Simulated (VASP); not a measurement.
# Pb (Im-3m) in VASP: a series of runs

Aim: see how the results for Pb move with the level of theory and the settings. Levels: PBEsol, LDA. Tasks: single point.

Everything below comes from runs of VASP 6.6.1. Logs are shortened: lines on timing, memory, paths and dates and some standing lists are left out, and cuts for length are marked.

### 1 The cell of the first run

Symmetry: Im-3m, No. 229, cubic system. The conventional cell has a = 3.879 Å, b = 3.879 Å, c = 3.879 Å, α = 90.00°, β = 90.00°, γ = 90.00°. Within 4.4 Å of Pb (site symmetry m-3m) lie 14 Pb at 3.36 to 3.88 Å.

### 2 Single point, PBEsol (volume scaled by 0.9405)

Input file INCAR:

```
  PREC = Accurate
  ENCUT = 520
  EDIFF = 1E-6
  ISMEAR = -1
  SIGMA = 0.08
  LREAL = False
  LASPH = True
  NELM = 100
  ALGO = Normal
  ISIF = 2
  LWAVE = False
  LCHARG = False
  GGA = PS
  NBANDS = 13
```

Input file KPOINTS:

```
Automatic mesh
0
Gamma
  13 13 13
```

Input file POSCAR:

```
Pb
1.0
   -1.9395907887      1.9395907887      1.9395907887
    1.9395907887     -1.9395907887      1.9395907887
    1.9395907887      1.9395907887     -1.9395907887
Pb
1
Direct
    0.0000000000      0.0000000000      0.0000000000
```

Potentials or basis: VASP PAW PBE potentials, release 64 (Pb_d).

Command:

```sh
$ cat potpaw_PBE.64/Pb_d/POTCAR > POTCAR
$ mpirun -np 1 vasp_std > vasp.out
```

OUTCAR:

```text
PREC = Accurate
   ENCUT = 520
   EDIFF = 1E-6
   ISMEAR = -1
   LREAL = False
   LASPH = True
   NELM = 100
   ISIF = 2
   GGA = PS

 ion  position               nearest neighbor table
   1  0.000  0.000  0.000-

  LATTYP: Found a body centered cubic cell.
 ALAT       =     3.8791815774

  Lattice vectors:

 A1 = (  -1.9395907887,   1.9395907887,   1.9395907887)
 A2 = (   1.9395907887,  -1.9395907887,   1.9395907887)
 A3 = (   1.9395907887,   1.9395907887,  -1.9395907887)

Analysis of symmetry for initial positions (statically):
=====================================================================
 Subroutine PRICEL returns:
 Original cell was already a primitive cell.

 Routine SETGRP: Setting up the symmetry group for a
 body centered cubic supercell.

 Subroutine GETGRP returns: Found 48 space group operations
 (whereof 48 operations were pure point group operations)
 out of a pool of 48 trial point group operations.

The static configuration has the point symmetry O_h .

Analysis of symmetry for dynamics (positions and initial velocities):
=====================================================================
 Subroutine PRICEL returns:
 Original cell was already a primitive cell.

 Routine SETGRP: Setting up the symmetry group for a
 body centered cubic supercell.

 Subroutine GETGRP returns: Found 48 space group operations
 (whereof 48 operations were pure point group operations)
 out of a pool of 48 trial point group operations.

The dynamic configuration has the point symmetry O_h .

 Subroutine INISYM returns: Found 48 space group operations
 (whereof 48 operations are pure point group operations),
 and found     1 'primitive' translations

----------------------------------------------------------------------------------------

                                     Primitive cell

  volume of cell :      29.1871

  direct lattice vectors                    reciprocal lattice vectors
    -1.939590789  1.939590789  1.939590789     0.000000000  0.257786335  0.257786335
     1.939590789 -1.939590789  1.939590789     0.257786335  0.000000000  0.257786335
     1.939590789  1.939590789 -1.939590789     0.257786335  0.257786335  0.000000000

  length of vectors
     3.359469792  3.359469792  3.359469792     0.364564931  0.364564931  0.364564931

  position of ions in fractional coordinates (direct lattice)
     0.000000000  0.000000000  0.000000000

  ion indices of the primitive-cell ions
   primitive index   ion index
                 1           1

----------------------------------------------------------------------------------------

 KPOINTS: Automatic mesh

Automatic generation of k-mesh.
 Grid dimensions read from file:
 generate k-points for:   13   13   13

 Generating k-lattice:

  Cartesian coordinates                     Fractional coordinates (reciprocal lattice)
     0.000000000  0.019829718  0.019829718     0.076923077  0.000000000  0.000000000
     0.019829718  0.000000000  0.019829718     0.000000000  0.076923077  0.000000000
     0.019829718  0.019829718  0.000000000     0.000000000  0.000000000  0.076923077

  Length of vectors
     0.028043456  0.028043456  0.028043456

  Shift w.r.t. Gamma in fractional coordinates (k-lattice)
     0.000000000  0.000000000  0.000000000

 Subroutine IBZKPT returns following result:
 ===========================================

 Found     84 irreducible k-points:

 Following reciprocal coordinates:
            Coordinates               Weight
  0.000000  0.000000  0.000000      1.000000
  0.076923  0.000000  0.000000     12.000000
  0.153846  0.000000  0.000000     12.000000
  0.230769  0.000000  0.000000     12.000000
  0.307692  0.000000  0.000000     12.000000
  0.384615  0.000000  0.000000     12.000000
[... 16 lines left out ...]
  0.153846  0.076923  0.076923     24.000000
  0.230769  0.076923  0.076923     24.000000
 [... further k-points ...]
   k-points           NKPTS =     84   k-points in BZ     NKDIM =     84   number of bands    NBANDS=     13
   number of dos      NEDOS =    301   number of ions     NIONS =      1
   total plane-waves  NPLWV =  21952
   dimension x,y,z NGX =    28 NGY =   28 NGZ =   28
   dimension x,y,z NGXF=    56 NGYF=   56 NGZF=   56
   ions per type =               1
   NGX,Y,Z   is equivalent  to a cutoff of  13.86, 13.86, 13.86 a.u.
   NGXF,Y,Z  is equivalent  to a cutoff of  27.71, 27.71, 27.71 a.u.
 SYSTEM =  unknown system
   PREC   = accura    normal or accurate (medium, high low for compatibility)
   ISTART =      0    job   : 0-new  1-cont  2-samecut
   ICHARG =      2    charge: 1-file 2-atom 10-const
   ISPIN  =      1    spin polarized calculation?
   LNONCOLLINEAR =      F non collinear calculations
   LSORBIT =      F    spin-orbit coupling
   LASPH  =      T    aspherical Exc in radial PAW
   ENCUT  =  520.0 eV  38.22 Ry    6.18 a.u.   6.25  6.25  6.25*2*pi/ulx,y,z
   NELM   =    100;   NELMIN=  2; NELMDL= -5     # of ELM steps
[... 116 lines left out ...]
     12      19.1661      0.00000
     13      21.5140      0.00000

 k-point     5 :       0.3077    0.0000    0.0000
  band No.  band energies     occupation
      1      -9.6122      2.00000
      2      -9.5217      2.00000
      3      -9.3123      2.00000
      4      -9.2813      2.00000
      5      -9.2555      2.00000
      6      -2.5086      2.00000
      7       6.9866      1.99787
      8      12.1586      0.00000
      9      13.5253      0.00000
     10      15.8259      0.00000
     11      17.0655      0.00000
     12      19.9681      0.00000
     13      21.8137      0.00000

 k-point     6 :       0.3846    0.0000    0.0000
  band No.  band energies     occupation
      1      -9.6314      2.00000
      2      -9.5397      2.00000
      3      -9.3030      2.00000
      4      -9.2824      2.00000
      5      -9.1670      2.00000
      6      -1.4771      2.00000
      7       4.9522      2.00000
      8      11.5019      0.00000
      9      13.0722      0.00000
     10      15.5020      0.00000
     11      16.8159      0.00000
     12      20.9242      0.00000
     13      22.1297      0.00000

 k-point     7 :       0.4615    0.0000    0.0000
  band No.  band energies     occupation
      1      -9.6421      2.00000
      2      -9.5536      2.00000
      3      -9.2948      2.00000
      4      -9.2830      2.00000
      5      -9.1162      2.00000
      6      -0.5468      2.00000
      7       3.5152      2.00000
      8      11.1589      0.00000
      9      12.8355      0.00000
     10      15.3459      0.00000
     11      16.6915      0.00000
     12      21.7118      0.00000
     13      22.3604      0.00000
[... 193 lines left out ...]
 k-point    20 :       0.3846    0.2308    0.0000
  band No.  band energies     occupation
      1      -9.5962      2.00000
      2      -9.4524      2.00000
      3      -9.3309      2.00000
      4      -9.2866      2.00000
      5      -9.1957      2.00000
      6       0.0842      2.00000
      7       4.3012      2.00000
      8       7.1053      1.99065
      9      11.8253      0.00000
     10      17.6077      0.00000
     11      19.9979      0.00000
     12      20.5357      0.00000
     13      22.0631      0.00000

 k-point    21 :       0.3077    0.3077    0.0000
  band No.  band energies     occupation
      1      -9.5906      2.00000
      2      -9.4102      2.00000
      3      -9.3574      2.00000
      4      -9.2721      2.00000
      5      -9.2262      2.00000
      6       0.2031      2.00000
      7       4.9347      2.00000
      8       6.0061      2.00000
      9      11.7468      0.00000
     10      18.4462      0.00000
     11      19.1654      0.00000
     12      20.2658      0.00000
     13      24.4602      0.00000

 k-point    22 :       0.0769    0.0769    0.0769
  band No.  band energies     occupation
      1      -9.5546      2.00000
      2      -9.5546      2.00000
      3      -9.4058      2.00000
      4      -9.2898      2.00000
      5      -9.2898      2.00000
      6      -3.7469      2.00000
      7      10.9290      0.00000
      8      13.3969      0.00000
      9      13.3969      0.00000
     10      18.3795      0.00000
     11      18.3795      0.00000
     12      19.3865      0.00000
     13      20.8944      0.00000

 k-point    23 :       0.1538    0.0769    0.0769
  band No.  band energies     occupation
      1      -9.5761      2.00000
      2      -9.5390      2.00000
      3      -9.3300      2.00000
      4      -9.3018      2.00000
      5      -9.2863      2.00000
      6      -3.1219      2.00000
      7       8.9989      0.00000
      8      11.8457      0.00000
      9      12.6120      0.00000
     10      18.3709      0.00000
     11      18.9201      0.00000
     12      19.6506      0.00000
     13      21.4666      0.00000

 k-point    24 :       0.2308    0.0769    0.0769
  band No.  band energies     occupation
      1      -9.5974      2.00000
      2      -9.5257      2.00000
      3      -9.3086      2.00000
      4      -9.2840      2.00000
      5      -9.2530      2.00000
      6      -2.2723      2.00000
      7       6.9813      1.99801
      8      10.7083      0.00000
      9      11.9717      0.00000
     10      17.9569      0.00000
     11      18.8846      0.00000
     12      20.3096      0.00000
     13      21.9392      0.00000

 [... further k-points ...]
[... 5 lines left out ...]
  --------------------------------------------------------------------------------------
  -------------------------------------------------------------------------------------
  Total        0.2003455      0.2003455      0.2003455      0.0000000      0.0000000      0.0000000
  in kB       10.9976495     10.9976495     10.9976495      0.0000000      0.0000000      0.0000000
  external PRESSURE =      10.9976495 kB  Pullay stress =       0.0000000 kB

 VOLUME and BASIS-vectors are now :
 -----------------------------------------------------------------------------
  energy-cutoff  :      520.00
  volume of cell :       29.19
      direct lattice vectors                 reciprocal lattice vectors
    -1.939590789  1.939590789  1.939590789     0.000000000  0.257786335  0.257786335
     1.939590789 -1.939590789  1.939590789     0.257786335  0.000000000  0.257786335
     1.939590789  1.939590789 -1.939590789     0.257786335  0.257786335  0.000000000

 POSITION                                       TOTAL-FORCE (eV/Angst)
 -----------------------------------------------------------------------------------
      0.00000      0.00000      0.00000        -0.000000     -0.000000      0.000000
 -----------------------------------------------------------------------------------
    total drift:                               -0.000000     -0.000000     -0.000000

  FREE ENERGIE OF THE ION-ELECTRON SYSTEM (eV)
  ---------------------------------------------------
  free  energy   TOTEN  =        -3.9659091548 eV

  energy  without entropy=       -3.9545247069  energy(sigma->0) =       -3.96021693
```

It took 15 s on 1 thread of Intel Xeon Platinum 8488C (Sapphire Rapids), shared host; peak memory 0.17 GiB.

Results:

```yaml
Free_energy: -3.9659 eV
Pressure: 1.1 GPa
Band_gap_on_the_k_mesh: zero (band 7 reaches 15.52 eV, above the bottom of band 8 at 5.49 eV)
```

Caveat: the cell differs from its parent crystal (volume scaled by 0.9405); the PAW data sets were made with another functional, which shifts forces and pressure a little; spin-orbit coupling is left out, which moves the levels of the heavy elements.

### 3 Single point, PBEsol (volume scaled by 0.97)

Input file INCAR:

```
SYSTEM = Pb
PREC = Accurate
ENCUT = 520
EDIFF = 1E-6
ISMEAR = -1
SIGMA = 0.08
LREAL = .FALSE.
LASPH = .TRUE.
NELM = 60
ALGO = Normal
ISIF = 2
LWAVE = .FALSE.
LCHARG = .TRUE.
GGA = PS
LELF = .TRUE.
LVHAR = .TRUE.
NBANDS = 13
```

Input file KPOINTS:

```
regular mesh
0
G
  13 13 13
  0 0 0
```

Input file POSCAR:

```
Pb
1.0
   -1.9596616382      1.9596616382      1.9596616382
    1.9596616382     -1.9596616382      1.9596616382
    1.9596616382      1.9596616382     -1.9596616382
Pb
1
Direct
    0.0000000000      0.0000000000      0.0000000000
```

Potentials or basis: VASP PAW PBE potentials, release 64 (Pb_d).

Command:

```sh
$ cat potpaw_PBE.64/Pb_d/POTCAR > POTCAR
$ mpirun -np 1 vasp_std > vasp.out
```

It took 16 s on 1 thread of Intel Xeon Platinum 8488C (Sapphire Rapids), shared host; peak memory 0.17 GiB.

The run converged. Its results:

```yaml
Free_energy: -3.9684 eV
Pressure: -0.4 GPa
Band_gap_on_the_k_mesh: zero (band 7 reaches 14.89 eV, above the bottom of band 8 at 5.21 eV)
```

Levels at points of the mesh, in eV from the Fermi level:
```tsv
k point	band 4	band 5	band 6	band 7	band 8	band 9	band 10	band 11
(0.00, 0.00, 0.00)	-16.80	-16.80	-11.82	7.71	7.71	7.71	11.12	11.12
```

Caveat: the cell differs from its parent crystal (volume scaled by 0.97); the PAW data sets were made with another functional, which shifts forces and pressure a little; spin-orbit coupling is left out, which moves the levels of the heavy elements.

### 4 Single point, PBEsol (volume scaled by 1.03)

Input file INCAR:

```
SYSTEM = Pb
  PREC = Accurate
  ENCUT = 520
  EDIFF = 1E-7
  ISMEAR = -1
  SIGMA = 0.08
  LREAL = .FALSE.
  LASPH = .TRUE.
  NELM = 80
  ALGO = Normal
  ISIF = 2
  LWAVE = .FALSE.
  LCHARG = .TRUE.
  GGA = PS
  LELF = .TRUE.
  LVHAR = .TRUE.
  NBANDS = 13
```

KPOINTS is that of step 3.

Input file POSCAR:

```
Pb
1.0
   -1.9992614313      1.9992614313      1.9992614313
    1.9992614313     -1.9992614313      1.9992614313
    1.9992614313      1.9992614313     -1.9992614313
Pb
1
Direct
    0.0000000000      0.0000000000      0.0000000000
```

Command:

```sh
$ cat potpaw_PBE.64/Pb_d/POTCAR > POTCAR
$ mpirun -np 1 vasp_std > vasp.out
```

It took 17 s on 1 thread of Intel Xeon Platinum 8488C (Sapphire Rapids), shared host; peak memory 0.17 GiB.

Results (log left out):

* Free energy: -3.9504 eV
* Pressure: -2.7 GPa
* Band gap on the k mesh: zero (band 7 reaches 13.71 eV, above the bottom of band 8 at 4.71 eV)

Levels at points of the mesh, in eV from the Fermi level:
```csv
k point,band 5,band 6,band 7,band 8,band 9,band 10
"(0.00, 0.00, 0.00)",-16.80,-11.43,7.18,7.18,7.18,11.02
```

Caveat: the cell differs from its parent crystal (volume scaled by 1.03); the PAW data sets were made with another functional, which shifts forces and pressure a little; spin-orbit coupling is left out, which moves the levels of the heavy elements.

### 5 Single point, PBEsol (volume scaled by 1.06)

Input file INCAR:

```
PREC     = Accurate       # precision mode
ENCUT    = 520            # plane-wave cutoff, eV
EDIFF    = 1E-7           # SCF threshold, eV
ISMEAR   = -1             # smearing method
SIGMA    = 0.08           # smearing width, eV
LREAL    = False          # projectors in reciprocal space
LASPH    = True           # aspherical terms in the spheres
NELM     = 60             # most SCF steps
ALGO     = Normal         # electronic algorithm
ISIF     = 2              # what is computed and relaxed
LWAVE    = False          # write WAVECAR
LCHARG   = False          # write CHGCAR
GGA      = PS             # functional
NBANDS   = 13             # bands
```

Input file KPOINTS:

```
Automatic mesh
0
Gamma
  13 13 13
```

Input file POSCAR:

```
Pb
1.0
   -2.0184862782      2.0184862782      2.0184862782
    2.0184862782     -2.0184862782      2.0184862782
    2.0184862782      2.0184862782     -2.0184862782
Pb
1
Direct
    0.0000000000      0.0000000000      0.0000000000
```

Command:

```sh
$ cat potpaw_PBE.64/Pb_d/POTCAR > POTCAR
$ mpirun -np 1 vasp_std > vasp.out
```

It took 18 s on 1 thread of Intel Xeon Platinum 8488C (Sapphire Rapids), shared host; peak memory 0.17 GiB.

Results (log left out):

```yaml
Free_energy: -3.9323 eV
Pressure: -3.6 GPa
Band_gap_on_the_k_mesh: zero (band 7 reaches 13.17 eV, above the bottom of band 8 at 4.48 eV)
```

Levels at points of the mesh, in eV from the Fermi level:
```csv
k point,band 4,band 5,band 6,band 7,band 8,band 9,band 10,band 11
"(0.00, 0.00, 0.00)",-16.80,-16.80,-11.25,6.94,6.94,6.94,10.64,10.97
```

Caveat: the cell differs from its parent crystal (volume scaled by 1.06); the PAW data sets were made with another functional, which shifts forces and pressure a little; spin-orbit coupling is left out, which moves the levels of the heavy elements.

### 6 Single point, LDA

This run uses another cell than the first one, of 31.03 Å³/atom, 1.063 times its volume.

Input file INCAR:

```
  ALGO = Normal
  EDIFF = 1E-6
  ENCUT = 520
  ISIF = 2
  ISMEAR = -1
  LASPH = True
  LCHARG = True
  LELF = True
  LREAL = False
  LVHAR = True
  LWAVE = False
  NBANDS = 13
  NELM = 80
  PREC = Accurate
  SIGMA = 0.08
```

Input file KPOINTS:

```
k-points
0
Gamma
  13 13 13
```

Input file POSCAR:

```
Pb
1.0
   -1.9796595667      1.9796595667      1.9796595667
    1.9796595667     -1.9796595667      1.9796595667
    1.9796595667      1.9796595667     -1.9796595667
Pb
1
Direct
    0.0000000000      0.0000000000      0.0000000000
```

Potentials or basis: VASP PAW LDA potentials, release 64 (Pb_d).

Command:

```sh
$ cat potpaw_LDA.64/Pb_d/POTCAR > POTCAR
$ mpirun -np 1 vasp_std > vasp.out
```

Run time: 29 s. Hardware: 1 thread of Intel Xeon Platinum 8375C at 2.90GHz (Ice Lake), shared host; peak memory 0.16 GiB.

Results (log left out):

| Quantity | Value |
| --- | --- |
| Free energy | -4.2052 eV |
| Pressure | -3.0 GPa |
| Band gap on the k mesh | zero (band 7 reaches 14.11 eV, above the bottom of band 8 at 4.88 eV) |

Levels at points of the mesh, in eV from the Fermi level:
| k point | band 5 | band 6 | band 7 | band 8 | band 9 | band 10 |
| --- | --- | --- | --- | --- | --- | --- |
| (0.00, 0.00, 0.00) | -16.82 | -11.62 | 7.36 | 7.36 | 7.36 | 11.12 |

Caveat: spin-orbit coupling is left out, which moves the levels of the heavy elements.

### 7 The runs side by side

| level | potentials or basis | cell | gap on the mesh (eV) | pressure (GPa) |
| --- | --- | --- | --- | --- |
| PBEsol | VASP PAW PBE potentials, release 64 (Pb_d) | a = 3.359 Å, angles 109.5°, 1 atom | none | 1.1 |
| PBEsol | VASP PAW PBE potentials, release 64 (Pb_d) | a = 3.394 Å, angles 109.5°, 1 atom | none | -0.4 |
| PBEsol | VASP PAW PBE potentials, release 64 (Pb_d) | a = 3.463 Å, angles 109.5°, 1 atom | none | -2.7 |
| PBEsol | VASP PAW PBE potentials, release 64 (Pb_d) | a = 3.496 Å, angles 109.5°, 1 atom | none | -3.6 |
| LDA | VASP PAW LDA potentials, release 64 (Pb_d) | a = 3.429 Å, angles 109.5°, 1 atom | none | -3.0 |

Alike in all rows: task single point; no spin polarisation; k mesh 13 × 13 × 13; cutoff (eV) 520; smearing fermi-dirac 0.08 eV.

Caveats: spin-orbit coupling is left out, which moves the levels of the heavy elements; the PAW data sets were made with another functional, which shifts forces and pressure a little (some runs).

Total energies depend on the potentials used, so only differences within one code and one set of settings carry meaning.
